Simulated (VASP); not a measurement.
# AlN (I-4m2) in VASP: single point with PBE

Aim: the single point of AlN with PBE.

Program: VASP 6.6.1. These are calculated values, not measurements. Logs are shortened: lines on timing, memory, paths and dates and some standing lists are left out, and cuts for length are marked.

### 1 The cell of the first run

It takes space group I-4m2 (No. 119, tetragonal). The conventional cell has a = 3.152 Å, b = 3.152 Å, c = 4.193 Å, α = 90.00°, β = 90.00°, γ = 90.00°. Within 2.5 Å of Al (site symmetry -4m2) lie 4 N at 1.89 Å. N (site symmetry -4m2) has 4 Al at 1.89 Å within 2.5 Å.

### 2 Single point, PBE

Input file INCAR:

```
SYSTEM = AlN
PREC = Accurate
ENCUT = 600
EDIFF = 1E-6
ISMEAR = -1
SIGMA = 0.05
LREAL = .False.
LASPH = .True.
NELM = 120
ALGO = Normal
ISIF = 2
LWAVE = .False.
LCHARG = .False.
GGA = PE
NBANDS = 11
GGA_COMPAT = .False.
```

Input file KPOINTS:

```
Automatic mesh
0
Gamma
  10 10 10
  0 0 0
```

Input file POSCAR:

```
AlN
1.0
    0.0000000000      2.2290290927      2.0966338172
    2.2290290927      0.0000000000      2.0966338172
    2.2290290927      2.2290290927      0.0000000000
Al N
1 1
Direct
    0.0000000000      0.0000000000      0.0000000000
    0.2500000000      0.2500000000      0.2500000000
```

Potentials or basis: VASP PAW PBE potentials, release 64 (Al, N).

The run is started by

```bash
$ cat potpaw_PBE.64/Al/POTCAR potpaw_PBE.64/N/POTCAR > POTCAR
$ mpirun -np 1 vasp_std > vasp.out
```

OUTCAR:

```text
SYSTEM = AlN
   PREC = Accurate
   ENCUT = 600
   EDIFF = 1E-6
   ISMEAR = -1
   LREAL = .False.
   LASPH = .True.
   NELM = 120
   ISIF = 2
   GGA = PE

 ion  position               nearest neighbor table
   1  0.000  0.000  0.000-   2 1.89   2 1.89   2 1.89   2 1.89
   2  0.250  0.250  0.250-   1 1.89   1 1.89   1 1.89   1 1.89

  LATTYP: Found a body centered tetragonal cell.
 ALAT       =     3.1523231738
 C/A-ratio  =     1.3302150202

  Lattice vectors:

 A1 = (   0.0000000000,  -2.2290290927,  -2.0966338172)
 A2 = (   0.0000000000,   2.2290290927,  -2.0966338172)
 A3 = (   2.2290290927,   0.0000000000,   2.0966338172)

Analysis of symmetry for initial positions (statically):
=====================================================================
 Subroutine PRICEL returns:
 Original cell was already a primitive cell.

 Routine SETGRP: Setting up the symmetry group for a
 body centered tetragonal supercell.

 Subroutine GETGRP returns: Found  8 space group operations
 (whereof  8 operations were pure point group operations)
 out of a pool of 16 trial point group operations.

The static configuration has the point symmetry D_2d.

Analysis of symmetry for dynamics (positions and initial velocities):
=====================================================================
 Subroutine PRICEL returns:
 Original cell was already a primitive cell.

 Routine SETGRP: Setting up the symmetry group for a
 body centered tetragonal supercell.

 Subroutine GETGRP returns: Found  8 space group operations
 (whereof  8 operations were pure point group operations)
 out of a pool of 16 trial point group operations.

The dynamic configuration has the point symmetry D_2d.

 Subroutine INISYM returns: Found  8 space group operations
 (whereof  8 operations are pure point group operations),
 and found     1 'primitive' translations

----------------------------------------------------------------------------------------

                                     Primitive cell

  volume of cell :      20.8345

  direct lattice vectors                    reciprocal lattice vectors
     0.000000000  2.229029093  2.096633817    -0.224312909  0.224312909  0.238477504
     2.229029093  0.000000000  2.096633817     0.224312909 -0.224312909  0.238477504
     2.229029093  2.229029093  0.000000000     0.224312909  0.224312909 -0.238477504

  length of vectors
     3.060137915  3.060137915  3.152323174     0.396867840  0.396867840  0.396867840

  position of ions in fractional coordinates (direct lattice)
     0.000000000  0.000000000  0.000000000
     0.250000000  0.250000000  0.250000000

  ion indices of the primitive-cell ions
   primitive index   ion index
                 1           1
                 2           2

----------------------------------------------------------------------------------------

 KPOINTS: Automatic mesh

Automatic generation of k-mesh.
 Grid dimensions read from file:
 generate k-points for:   10   10   10

 Generating k-lattice:

  Cartesian coordinates                     Fractional coordinates (reciprocal lattice)
    -0.022431291  0.022431291  0.023847750     0.100000000  0.000000000  0.000000000
     0.022431291 -0.022431291  0.023847750     0.000000000  0.100000000  0.000000000
     0.022431291  0.022431291 -0.023847750    -0.000000000 -0.000000000  0.100000000

  Length of vectors
     0.039686784  0.039686784  0.039686784

  Shift w.r.t. Gamma in fractional coordinates (k-lattice)
     0.000000000  0.000000000  0.000000000

 Subroutine IBZKPT returns following result:
 ===========================================

 Found    102 irreducible k-points:

 Following reciprocal coordinates:
            Coordinates               Weight
  0.000000  0.000000  0.000000      1.000000
  0.100000 -0.000000  0.000000      8.000000
  0.200000 -0.000000  0.000000      8.000000
  0.300000  0.000000  0.000000      8.000000
  0.400000  0.000000  0.000000      8.000000
  0.500000  0.000000  0.000000      4.000000
[... 16 lines left out ...]
  0.300000  0.300000  0.000000      2.000000
  0.400000  0.300000  0.000000      8.000000
 [... further k-points ...]
   k-points           NKPTS =    102   k-points in BZ     NKDIM =    102   number of bands    NBANDS=     11
   number of dos      NEDOS =    301   number of ions     NIONS =      2
   total plane-waves  NPLWV =  16128
   dimension x,y,z NGX =    24 NGY =   24 NGZ =   28
   dimension x,y,z NGXF=    48 NGYF=   48 NGZF=   56
   ions per type =               1   1
   NGX,Y,Z   is equivalent  to a cutoff of  13.04, 13.04, 14.77 a.u.
   NGXF,Y,Z  is equivalent  to a cutoff of  26.08, 26.08, 29.53 a.u.
 SYSTEM =  AlN
   PREC   = accura    normal or accurate (medium, high low for compatibility)
   ISTART =      0    job   : 0-new  1-cont  2-samecut
   ICHARG =      2    charge: 1-file 2-atom 10-const
   ISPIN  =      1    spin polarized calculation?
   LNONCOLLINEAR =      F non collinear calculations
   LSORBIT =      F    spin-orbit coupling
   LASPH  =      T    aspherical Exc in radial PAW
   ENCUT  =  600.0 eV  44.10 Ry    6.64 a.u.   6.11  6.11  6.30*2*pi/ulx,y,z
   NELM   =    120;   NELMIN=  2; NELMDL= -5     # of ELM steps
   EDIFF  = 0.1E-05   stopping-criterion for ELM
   LREAL  =      F    real-space projection
   EDIFFG = 0.1E-04   stopping-criterion for IOM
   NSW    =      0    number of steps for IOM
   IBRION =     -1    ionic relax: 0-MD 1-quasi-New 2-CG
   NFREE  =      0    steps in history (QN), initial steepest desc. (CG)
   ISIF   =      2    stress and relaxation
   ISYM   =      2    0-nonsym 1-usesym 2-fastsym
   POTIM  = 0.5000    time-step for ionic-motion
   TEBEG  =    0.0;   TEEND  =   0.0 temperature during run
   PSTRESS=    0.0 pullay stress
   NELECT =       8.0000    total number of electrons
   NUPDOWN=      -1.0000    fix difference up-down
   EMIN   =  10.00;   EMAX   =-10.00  energy-range for DOS
   EFERMI =   0.00;   METHOD = LEGACY
   ISMEAR =    -1;   SIGMA  =   0.05  broadening in eV -4-tet -1-fermi 0-gaus
   EFERMI_NEDOS =   21; number of points for ismear=-14 and -15
   IALGO  =     38    algorithm
   IMIX   =      4    mixing-type and parameters
     AMIX     =   0.40;   BMIX     =  1.00
     AMIX_MAG =   1.60;   BMIX_MAG =  1.00
  volume/ion in A,a.u.               =      10.42        70.30
  Fermi-wavevector in a.u.,A,eV,Ry     =   1.189899  2.248583 19.263943  1.415860
  Thomas-Fermi vector in A             =   2.325996
   LORBIT       =      0    0 simple, 1 ext, 2 COOP (PROOUT), +10 PAW based schemes
   GGA     = PE    functional components
   LHFCALC =     F    Hartree Fock is set to
   AEXX    =    0.0000 exact exchange contribution
   IVDW    =     0    specifies the selected vdW correction
   LEPSILON=     F    determine dielectric tensor
   LRPA    =     F    only Hartree local field effects (RPA)
 non-spin polarized calculation
  energy-cutoff  :      600.00
  volume of cell :       20.83
 maximum number of plane-waves:       710
   NGX = 13   NGY = 13   NGZ = 13

 number of electron       8.0000000 magnetization

 Free energy of the ion-electron system (eV)
  ---------------------------------------------------
  ext. energy  EPLUGINS =         0.00000000
  ---------------------------------------------------
  free energy    TOTEN  =       -14.82338099 eV

  energy without entropy =      -14.82338099  energy(sigma->0) =      -14.82338099

 E-fermi :   7.1646     XC(G=0): -10.9373

 val. band max:        6.1370074740   @ k =   0.0000   0.0000   0.0000
 cond. band min:       9.1483072636   @ k =   0.5000   0.5000   0.0000
 fundamental gap:      3.0112997897
 Fermi energy:         7.1645532336

 k-point     1 :       0.0000    0.0000    0.0000
  band No.  band energies     occupation
      1      -9.0041      2.00000
      2       5.9104      2.00000
      3       5.9104      2.00000
      4       6.1370      2.00000
      5      10.1625      0.00000
      6      18.5023      0.00000
      7      18.5764      0.00000
      8      18.5764      0.00000
      9      22.6873      0.00000
     10      24.3085      0.00000
     11      24.3424      0.00000

 k-point     2 :       0.1000   -0.0000    0.0000
  band No.  band energies     occupation
      1      -8.8573      2.00000
      2       5.1658      2.00000
      3       5.8399      2.00000
      4       6.0324      2.00000
      5      10.8265      0.00000
      6      18.0885      0.00000
      7      18.6357      0.00000
      8      18.7520      0.00000
      9      21.6976      0.00000
     10      22.6609      0.00000
     11      24.8195      0.00000

 k-point     3 :       0.2000   -0.0000    0.0000
  band No.  band energies     occupation
      1      -8.4395      2.00000
      2       3.5673      2.00000
      3       5.6646      2.00000
      4       5.9373      2.00000
      5      11.9513      0.00000
      6      17.2112      0.00000
      7      18.2464      0.00000
      8      18.9908      0.00000
      9      21.6490      0.00000
     10      21.9059      0.00000
     11      23.8689      0.00000

 k-point     4 :       0.3000    0.0000    0.0000
  band No.  band energies     occupation
      1      -7.8325      2.00000
      2       1.9217      2.00000
      3       5.4639      2.00000
      4       5.8362      2.00000
      5      12.7730      0.00000
      6      16.4350      0.00000
      7      17.4157      0.00000
      8      18.6544      0.00000
      9      22.4744      0.00000
     10      23.0279      0.00000
     11      23.7342      0.00000

 k-point     5 :       0.4000    0.0000    0.0000
  band No.  band energies     occupation
      1      -7.2251      2.00000
      2       0.6361      2.00000
      3       5.3126      2.00000
      4       5.7608      2.00000
      5      13.1420      0.00000
      6      15.9927      0.00000
      7      16.7934      0.00000
      8      18.1098      0.00000
      9      23.3721      0.00000
     10      24.8784      0.00000
     11      24.9811      0.00000
[... 211 lines left out ...]
 k-point    21 :      -0.3000    0.2000    0.0000
  band No.  band energies     occupation
      1      -7.1046      2.00000
      2       1.4942      2.00000
      3       4.0415      2.00000
      4       5.1980      2.00000
      5      13.6843      0.00000
      6      14.7181      0.00000
      7      17.8753      0.00000
      8      18.3487      0.00000
      9      22.3970      0.00000
     10      24.1369      0.00000
     11      27.9754      0.00000

 k-point    22 :      -0.2000    0.2000    0.0000
  band No.  band energies     occupation
      1      -7.6743      2.00000
      2       2.3528      2.00000
      3       4.4996      2.00000
      4       5.5084      2.00000
      5      13.4935      0.00000
      6      15.4461      0.00000
      7      17.9227      0.00000
      8      18.0314      0.00000
      9      20.9640      0.00000
     10      24.0126      0.00000
     11      28.3988      0.00000

 k-point    23 :       0.3000    0.3000    0.0000
  band No.  band energies     occupation
      1      -7.3427      2.00000
      2       2.6269      2.00000
      3       4.4876      2.00000
      4       4.4876      2.00000
      5      11.4916      0.00000
      6      15.1655      0.00000
      7      18.6681      0.00000
      8      20.1461      0.00000
      9      20.1461      0.00000
     10      25.6331      0.00000
     11      29.3774      0.00000

 k-point    24 :       0.4000    0.3000    0.0000
  band No.  band energies     occupation
      1      -6.8643      2.00000
      2       1.9917      2.00000
      3       4.1248      2.00000
      4       4.2918      2.00000
      5      10.9339      0.00000
      6      14.9443      0.00000
      7      18.8236      0.00000
      8      20.1798      0.00000
      9      20.8746      0.00000
     10      26.8101      0.00000
     11      29.4772      0.00000

 [... further k-points ...]
[... 5 lines left out ...]
  --------------------------------------------------------------------------------------
  -------------------------------------------------------------------------------------
  Total        0.2556923      0.2556923      1.1030163      0.0000000     -0.0000000     -0.0000000
  in kB       19.6627472     19.6627472     84.8219900      0.0000000     -0.0000000     -0.0000000
  external PRESSURE =      41.3824948 kB  Pullay stress =       0.0000000 kB

 VOLUME and BASIS-vectors are now :
 -----------------------------------------------------------------------------
  energy-cutoff  :      600.00
  volume of cell :       20.83
      direct lattice vectors                 reciprocal lattice vectors
     0.000000000  2.229029093  2.096633817    -0.224312909  0.224312909  0.238477504
     2.229029093  0.000000000  2.096633817     0.224312909 -0.224312909  0.238477504
     2.229029093  2.229029093  0.000000000     0.224312909  0.224312909 -0.238477504

 POSITION                                       TOTAL-FORCE (eV/Angst)
 -----------------------------------------------------------------------------------
      0.00000      0.00000      0.00000        -0.000000     -0.000000      0.000000
      1.11451      1.11451      1.04832         0.000000      0.000000     -0.000000
 -----------------------------------------------------------------------------------
    total drift:                               -0.000001     -0.000001      0.000004

  FREE ENERGIE OF THE ION-ELECTRON SYSTEM (eV)
  ---------------------------------------------------
  free  energy   TOTEN  =       -14.8233809868 eV

  energy  without entropy=      -14.8233809868  energy(sigma->0) =      -14.82338099
```

Run time: 10 s. Hardware: 1 thread of Intel Xeon Platinum 8559C (Emerald Rapids), shared host; peak memory 0.16 GiB.

Results:

- Free energy: -14.8234 eV
- Pressure: 4.1 GPa
- Band gap on the k mesh: 3.01 eV (least direct gap 4.03 eV)

Stress tensor (GPa, compression positive):
```
1.97 0.00 0.00
0.00 1.97 0.00
0.00 0.00 8.48
```

Caveat: the cell stands under pressure. A k mesh can miss the band edges.
